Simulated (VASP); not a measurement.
Input of a VASP 6.6.1 run:

File INCAR:

```
PREC = Accurate ; ENCUT = 520
EDIFF = 1E-7 ; ISMEAR = -1
SIGMA = 0.06122561905347299 ; LREAL = F
LASPH = T ; NELM = 80
ALGO = Normal ; ISIF = 2
LWAVE = F ; LCHARG = F
GGA = PE ; NBANDS = 13
```

Contents of KPOINTS:

```
Automatic mesh
0
Gamma
  13 13 13
```

File POSCAR:

```
Sn
1.0
    0.0000000000      2.4240107716      2.4240107716
    2.4240107716      0.0000000000      2.4240107716
    2.4240107716      2.4240107716      0.0000000000
Sn
1
Direct
    0.0000000000      0.0000000000      0.0000000000
```

Potentials or basis: VASP PAW PBE potentials, release 64 (Sn_d).

Command:

```console
$ cat potpaw_PBE.64/Sn_d/POTCAR > POTCAR
$ mpirun -np 1 vasp_std > vasp.out
```

Predict the pressure.

-0.8 GPa.

What does it give for the band gap on the k mesh?

Zero (band 7 reaches 14.90 eV, above the bottom of band 8 at 5.74 eV).

Caveat: spin-orbit coupling is left out, which moves the levels of the heavy elements.
